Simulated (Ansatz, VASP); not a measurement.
## One calculation of Al, two programs

```
CELL_PARAMETERS angstrom
5.24584 0.00000 0.00000
0.00000 5.24584 0.00000
0.00000 0.00000 5.24584
ATOMIC_POSITIONS crystal
Al 0.00000 0.00000 0.00000
Al 0.50000 0.50000 0.50000
Al 0.25000 0.00000 0.50000
Al 0.75000 0.00000 0.50000
Al 0.50000 0.25000 0.00000
Al 0.50000 0.75000 0.00000
Al 0.00000 0.50000 0.25000
Al 0.00000 0.50000 0.75000
```

Alike in both runs: functional BLYP; k mesh 5 × 5 × 5; occupations fermi-dirac, width 0.1 eV; no spin polarisation.

Ansatz relaxed the structure, and its values are those at the end. VASP's run is a single point on that final structure, the one shown.

```csv
,VASP,Ansatz
version,VASP 6.6.1,Ansatz 0.2.0
potentials or method,"VASP PAW PBE potentials, release 64 (Al), cutoff 500 eV","plane waves (420 eV) with PAW, scalar-relativistic"
valence electrons in the cell,24,24
```

Ansatz gave:

- pressure (GPa): 0.0

Q: Which values does VASP return?

A: Pressure (GPa): 0.1.

VASP's potentials were made for PBE, not for BLYP.
